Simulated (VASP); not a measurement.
# Hg (Pm-3m) in VASP: a series of runs, part 2 of 3

VASP 6.6.1. The steps go on from the part before.

## Step 4: Single point, r2SCAN (25.06 Å³/atom)

This run uses another cell than the first one, of 25.06 Å³/atom.

Input file POSCAR:

```
Hg
1.0
    2.9263862270      0.0000000000      0.0000000000
    0.0000000000      2.9263862270      0.0000000000
    0.0000000000      0.0000000000      2.9263862270
Hg
1
Direct
    0.0000000000      0.0000000000      0.0000000000
```

Input file INCAR.step1:

```
SYSTEM = Hg
PREC = Accurate
ENCUT = 520
ISMEAR = -1
SIGMA = 0.1
LREAL = .FALSE.
LASPH = .TRUE.
NELM = 80
NBANDS = 12
GGA = PE
ALGO = Normal
EDIFF = 1E-4
LWAVE = .TRUE.
LCHARG = .FALSE.
```

Input file INCAR.step2:

```
SYSTEM = Hg
PREC = Accurate
ENCUT = 520
EDIFF = 1E-7
ISMEAR = -1
SIGMA = 0.1
LREAL = .FALSE.
LASPH = .TRUE.
NELM = 80
ALGO = Normal
ISIF = 2
LWAVE = .FALSE.
LCHARG = .TRUE.
METAGGA = R2SCAN
LMIXTAU = .TRUE.
LELF = .TRUE.
LVHAR = .TRUE.
NBANDS = 12
ISTART = 1
```

Input file KPOINTS:

```
Automatic mesh
0
G
  12 12 12
  0 0 0
```

Potentials or basis: VASP PAW PBE potentials, release 64 (Hg).

On the command line:

```console
cat potpaw_PBE.64/Hg/POTCAR > POTCAR
cp INCAR.step1 INCAR
mpirun -np 1 vasp_std > vasp.out
cp INCAR.step2 INCAR
mpirun -np 1 vasp_std > vasp.out
```

OUTCAR:

```text
SYSTEM = Hg
   PREC = Accurate
   ENCUT = 520
   EDIFF = 1E-7
   ISMEAR = -1
   LREAL = .FALSE.
   LASPH = .TRUE.
   NELM = 80
   ISIF = 2
   METAGGA = R2SCAN
   ISTART = 1

 ion  position               nearest neighbor table
   1  0.000  0.000  0.000-

  LATTYP: Found a simple cubic cell.
 ALAT       =     2.9263862270

  Lattice vectors:

 A1 = (   2.9263862270,   0.0000000000,   0.0000000000)
 A2 = (   0.0000000000,   2.9263862270,   0.0000000000)
 A3 = (   0.0000000000,   0.0000000000,   2.9263862270)

Analysis of symmetry for initial positions (statically):
=====================================================================
 Subroutine PRICEL returns:
 Original cell was already a primitive cell.

 Routine SETGRP: Setting up the symmetry group for a
 simple cubic supercell.

 Subroutine GETGRP returns: Found 48 space group operations
 (whereof 48 operations were pure point group operations)
 out of a pool of 48 trial point group operations.

The static configuration has the point symmetry O_h .

Analysis of symmetry for dynamics (positions and initial velocities):
=====================================================================
 Subroutine PRICEL returns:
 Original cell was already a primitive cell.

 Routine SETGRP: Setting up the symmetry group for a
 simple cubic supercell.

 Subroutine GETGRP returns: Found 48 space group operations
 (whereof 48 operations were pure point group operations)
 out of a pool of 48 trial point group operations.

The dynamic configuration has the point symmetry O_h .

 Subroutine INISYM returns: Found 48 space group operations
 (whereof 48 operations are pure point group operations),
 and found     1 'primitive' translations

----------------------------------------------------------------------------------------

                                     Primitive cell

  volume of cell :      25.0608

  direct lattice vectors                    reciprocal lattice vectors
     2.926386227  0.000000000  0.000000000     0.341718393  0.000000000  0.000000000
     0.000000000  2.926386227  0.000000000     0.000000000  0.341718393  0.000000000
     0.000000000  0.000000000  2.926386227     0.000000000  0.000000000  0.341718393

  length of vectors
     2.926386227  2.926386227  2.926386227     0.341718393  0.341718393  0.341718393

  position of ions in fractional coordinates (direct lattice)
     0.000000000  0.000000000  0.000000000

  ion indices of the primitive-cell ions
   primitive index   ion index
                 1           1

----------------------------------------------------------------------------------------

 KPOINTS: Automatic mesh

Automatic generation of k-mesh.
 Grid dimensions read from file:
 generate k-points for:   12   12   12

 Generating k-lattice:

  Cartesian coordinates                     Fractional coordinates (reciprocal lattice)
     0.028476533  0.000000000  0.000000000     0.083333333  0.000000000  0.000000000
     0.000000000  0.028476533  0.000000000     0.000000000  0.083333333  0.000000000
     0.000000000  0.000000000  0.028476533     0.000000000  0.000000000  0.083333333

  Length of vectors
     0.028476533  0.028476533  0.028476533

  Shift w.r.t. Gamma in fractional coordinates (k-lattice)
     0.000000000  0.000000000  0.000000000

 Subroutine IBZKPT returns following result:
 ===========================================

 Found     84 irreducible k-points:

 Following reciprocal coordinates:
            Coordinates               Weight
  0.000000  0.000000  0.000000      1.000000
  0.083333  0.000000  0.000000      6.000000
  0.166667  0.000000  0.000000      6.000000
  0.250000  0.000000  0.000000      6.000000
  0.333333  0.000000  0.000000      6.000000
  0.416667  0.000000  0.000000      6.000000
[... 16 lines left out ...]
  0.333333  0.333333  0.000000     12.000000
  0.416667  0.333333  0.000000     24.000000
 [... further k-points ...]
   k-points           NKPTS =     84   k-points in BZ     NKDIM =     84   number of bands    NBANDS=     12
   number of dos      NEDOS =    301   number of ions     NIONS =      1
   total plane-waves  NPLWV =  13824
   dimension x,y,z NGX =    24 NGY =   24 NGZ =   24
   dimension x,y,z NGXF=    48 NGYF=   48 NGZF=   48
   ions per type =               1
   NGX,Y,Z   is equivalent  to a cutoff of  13.63, 13.63, 13.63 a.u.
   NGXF,Y,Z  is equivalent  to a cutoff of  27.27, 27.27, 27.27 a.u.
 SYSTEM =  Hg
   PREC   = accura    normal or accurate (medium, high low for compatibility)
   ISTART =      1    job   : 0-new  1-cont  2-samecut
   ICHARG =      0    charge: 1-file 2-atom 10-const
   ISPIN  =      1    spin polarized calculation?
   LNONCOLLINEAR =      F non collinear calculations
   LSORBIT =      F    spin-orbit coupling
   LASPH  =      T    aspherical Exc in radial PAW
   ENCUT  =  520.0 eV  38.22 Ry    6.18 a.u.   5.44  5.44  5.44*2*pi/ulx,y,z
   NELM   =     80;   NELMIN=  2; NELMDL=  0     # of ELM steps
   EDIFF  = 0.1E-06   stopping-criterion for ELM
   LREAL  =      F    real-space projection
   EDIFFG = 0.1E-05   stopping-criterion for IOM
   NSW    =      0    number of steps for IOM
   IBRION =     -1    ionic relax: 0-MD 1-quasi-New 2-CG
   NFREE  =      0    steps in history (QN), initial steepest desc. (CG)
   ISIF   =      2    stress and relaxation
   ISYM   =      2    0-nonsym 1-usesym 2-fastsym
   POTIM  = 0.5000    time-step for ionic-motion
   TEBEG  =    0.0;   TEEND  =   0.0 temperature during run
   PSTRESS=    0.0 pullay stress
   NELECT =      12.0000    total number of electrons
   NUPDOWN=      -1.0000    fix difference up-down
   EMIN   =  10.00;   EMAX   =-10.00  energy-range for DOS
   EFERMI =   0.00;   METHOD = LEGACY
   ISMEAR =    -1;   SIGMA  =   0.10  broadening in eV -4-tet -1-fermi 0-gaus
   EFERMI_NEDOS =   21; number of points for ismear=-14 and -15
   IALGO  =     38    algorithm
   IMIX   =      4    mixing-type and parameters
     AMIX     =   0.40;   BMIX     =  1.00
     AMIX_MAG =   1.60;   BMIX_MAG =  1.00
  volume/ion in A,a.u.               =      25.06       169.12
  Fermi-wavevector in a.u.,A,eV,Ry     =   1.280767  2.420299 22.318523  1.640365
  Thomas-Fermi vector in A             =   2.413176
   LORBIT       =      0    0 simple, 1 ext, 2 COOP (PROOUT), +10 PAW based schemes
   METAGGA = R2SCAN    functional components
   LHFCALC =     F    Hartree Fock is set to
   AEXX    =    0.0000 exact exchange contribution
   IVDW    =     0    specifies the selected vdW correction
   LEPSILON=     F    determine dielectric tensor
   LRPA    =     F    only Hartree local field effects (RPA)
 non-spin polarized calculation
  energy-cutoff  :      520.00
  volume of cell :       25.06
 maximum number of plane-waves:       693
 NGX is ok and might be reduce to    24
   NGX = 11   NGY = 11   NGZ = 11

 number of electron      12.0000000 magnetization

 Free energy of the ion-electron system (eV)
  ---------------------------------------------------
  ext. energy  EPLUGINS =         0.00000000
  ---------------------------------------------------
  free energy    TOTEN  =       -49.32060950 eV

  energy without entropy =      -49.31133733  energy(sigma->0) =      -49.31597341

 E-fermi :   2.3989     XC(G=0): -11.0857

 val. band max:        2.2474452613   @ k =   0.4167   0.0833   0.0000
 cond. band min:       2.4002107892   @ k =   0.5000   0.4167   0.1667
 fundamental gap:      0.1527655279
 Fermi energy:         2.3988698258

 k-point     1 :       0.0000    0.0000    0.0000
  band No.  band energies     occupation
      1      -6.8447      2.00000
      2      -6.4814      2.00000
      3      -6.4814      2.00000
      4      -4.0046      2.00000
      5      -4.0046      2.00000
      6      -4.0046      2.00000
      7      13.1754      0.00000
      8      13.1754      0.00000
      9      13.1754      0.00000
     10      17.0549      0.00000
     11      19.0071      0.00000
     12      19.0071      0.00000
[... 331 lines left out ...]
 k-point    24 :       0.4167    0.3333    0.0000
  band No.  band energies     occupation
      1      -6.0206      2.00000
      2      -5.8523      2.00000
      3      -4.6521      2.00000
      4      -4.4997      2.00000
      5      -4.1131      2.00000
      6      -0.3071      2.00000
      7       4.1489      0.00000
      8       7.7701      0.00000
      9      12.6126      0.00000
     10      19.9763      0.00000
     11      20.2570      0.00000
     12      22.2336      0.00000

 [... further k-points ...]

------------------------ aborting loop because EDIFF is reached ----------------------------------------

  FORCE on cell =-STRESS in cart. coord.  units (eV):
  Direction    XX          YY          ZZ          XY          YZ          ZX
  --------------------------------------------------------------------------------------
  -------------------------------------------------------------------------------------
  Total        0.6287470      0.6287470      0.6287470      0.0000000      0.0000000      0.0000000
  in kB       40.1968075     40.1968075     40.1968075      0.0000000      0.0000000      0.0000000
  external PRESSURE =      40.1968075 kB  Pullay stress =       0.0000000 kB

 VOLUME and BASIS-vectors are now :
 -----------------------------------------------------------------------------
  energy-cutoff  :      520.00
  volume of cell :       25.06
      direct lattice vectors                 reciprocal lattice vectors
     2.926386227  0.000000000  0.000000000     0.341718393  0.000000000  0.000000000
     0.000000000  2.926386227  0.000000000     0.000000000  0.341718393  0.000000000
     0.000000000  0.000000000  2.926386227     0.000000000  0.000000000  0.341718393

 POSITION                                       TOTAL-FORCE (eV/Angst)
 -----------------------------------------------------------------------------------
      0.00000      0.00000      0.00000         0.000000      0.000000      0.000000
 -----------------------------------------------------------------------------------
    total drift:                               -0.000000      0.000000      0.000000

  FREE ENERGIE OF THE ION-ELECTRON SYSTEM (eV)
  ---------------------------------------------------
  free  energy   TOTEN  =       -49.3206094972 eV

  energy  without entropy=      -49.3113373297  energy(sigma->0) =      -49.31597341
```

Wall time 28 s (1 thread of Intel Xeon 6975P-C (Granite Rapids), shared host); peak memory 0.16 GiB.

Results:

* Free energy: -49.3206 eV
* Pressure: 4.0 GPa
* Band gap on the k mesh: zero (bands 6 and 7 overlap by 7.15 eV)

Caveat: the cell stands under pressure; the PAW data sets were made with another functional, which shifts forces and pressure a little; spin-orbit coupling is left out, which moves the levels of the heavy elements.

(Continued in part 3 of 3.)

The gap in the log of VASP goes by the Fermi energy; the results here count the filled bands.